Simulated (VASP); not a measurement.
Set up this calculation in VASP 6.6.1, as the native input.

| Item | Value |
| --- | --- |
| Task | single point |
| Functional | PBE |
| Potentials or basis | VASP PAW PBE potentials, release 64 (Sr_sv) |
| Cutoff | 520 eV |
| k mesh | 16 × 16 × 16 |
| Occupations | gaussian, width 0.1 eV |
| Spin | no spin polarisation |
| Dipole correction | no |
| Further INCAR settings | ALGO = Fast; EDIFF = 1e-06; NBANDS = 11 |

The structure of Sr lies in POSCAR:

```
Sr
1.0
   -2.3784167933      2.3784167933      2.3784167933
    2.3784167933     -2.3784167933      2.3784167933
    2.3784167933      2.3784167933     -2.3784167933
Sr
1
Direct
    0.0000000000      0.0000000000      0.0000000000
```

This isn't the form of Sr at room conditions, which is fcc.

The input as run:

INCAR

```
PREC = Accurate ; ENCUT = 520
EDIFF = 1E-6 ; ISMEAR = 0
SIGMA = 0.1 ; LREAL = F
LASPH = T ; NELM = 100
ALGO = Fast ; ISIF = 2
LWAVE = F ; LCHARG = T
GGA = PE ; LELF = T
LVHAR = T ; NBANDS = 11
```

KPOINTS

```
Automatic mesh
0
Gamma
  16 16 16
```

Potentials or basis: VASP PAW PBE potentials, release 64 (Sr_sv).

Run with:

```console
$ cat potpaw_PBE.64/Sr_sv/POTCAR > POTCAR
$ mpirun -np 1 vasp_std > vasp.out
```

It gave:

```
Pressure               : 0.0 GPa
Band gap on the k mesh : zero (bands 5 and 6 overlap by 0.52 eV)
```

It took 26 s on 1 thread of Intel(R) Xeon(R) 6975P-C (Granite Rapids), on a shared host, peak memory 0.23 GiB.
